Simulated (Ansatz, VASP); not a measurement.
# Two plane-wave programs on HfN

The input INCAR:

```
ALGO     = Normal         # electronic algorithm
EDIFF    = 1E-7           # SCF threshold, eV
EDIFFG   = -0.01          # ionic threshold
ENCUT    = 600            # plane-wave cutoff, eV
IBRION   = 2              # ionic algorithm
ISIF     = 3              # what is computed and relaxed
ISMEAR   = 1              # smearing method
LASPH    = T              # aspherical terms in the spheres
LCHARG   = F              # write CHGCAR
LREAL    = F              # projectors in reciprocal space
LWAVE    = F              # write WAVECAR
NELM     = 100            # most SCF steps
NSW      = 80             # ionic steps
PREC     = Accurate       # precision mode
SIGMA    = 0.1            # smearing width, eV
```

The input KPOINTS:

```
k-points
0
Gamma
  8 8 4
```

POSCAR

```
HfN
1.0
    3.1339080000      0.0000000000      0.0000000000
   -1.5669540000      2.7140440000      0.0000000000
    0.0000000000      0.0000000000      5.4167680000
Hf N
2 2
Direct
    0.6666666667      0.3333333333      0.7500000000
    0.3333333333      0.6666666667      0.2500000000
    0.0000000000      0.0000000000      0.0000000000
    0.0000000000      0.0000000000      0.5000000000
```

Input for Ansatz:

```yaml
crystal:
  lattice:
    - [3.133908, 0.0, 0.0]
    - [-1.566954, 2.714044, 0.0]
    - [0.0, 0.0, 5.416768]
  atoms:
    - { symbol: Hf, position: [0.6666666666666666, 0.3333333333333333, 0.75] }
    - { symbol: Hf, position: [0.3333333333333333, 0.6666666666666666, 0.25] }
    - { symbol: "N", position: [0.0, 0.0, 0.0] }
    - { symbol: "N", position: [0.0, 0.0, 0.5] }
basis:
  ecutwfc: 489.804952427784
kpoints:
  mp_grid:
    grid: [8, 8, 4]
hamiltonian:
  xc: lda
  dispersion: none
scf:
  occupations:
    method: cold
    width: 0.1
relax:
  cell: {}
```

Alike in both runs: task relaxation of cell and atoms; functional LDA; k mesh 8 × 8 × 4; no spin polarisation.

|  | VASP | Ansatz |
| --- | --- | --- |
| version | VASP 6.6.1 | Ansatz 0.2.0 |
| potentials or method | VASP PAW LDA potentials, release 64 (Hf_pv, N), cutoff 600 eV | plane waves, PAW |
| occupations | methfessel-paxton of order 1, width 0.1 eV | cold, width 0.1 eV |
| valence electrons in the cell | 30 | 62 |

|  | VASP | Ansatz | Ansatz less VASP |
| --- | --- | --- | --- |
| relaxed volume (Å³/atom) | 11.12 | 11.16 | +0.041 |
| relaxed cell length with the largest relative difference (Å) | 5.356 | 5.364 | +0.0084 |

LDA's correlation is that of Perdew and Zunger in VASP and of Perdew and Wang (1992) in Ansatz. VASP's potentials hold 30 valence electrons a cell and Ansatz's 62, so a difference there can come from the potentials and not from the codes.

Neither program's run includes spin-orbit coupling.
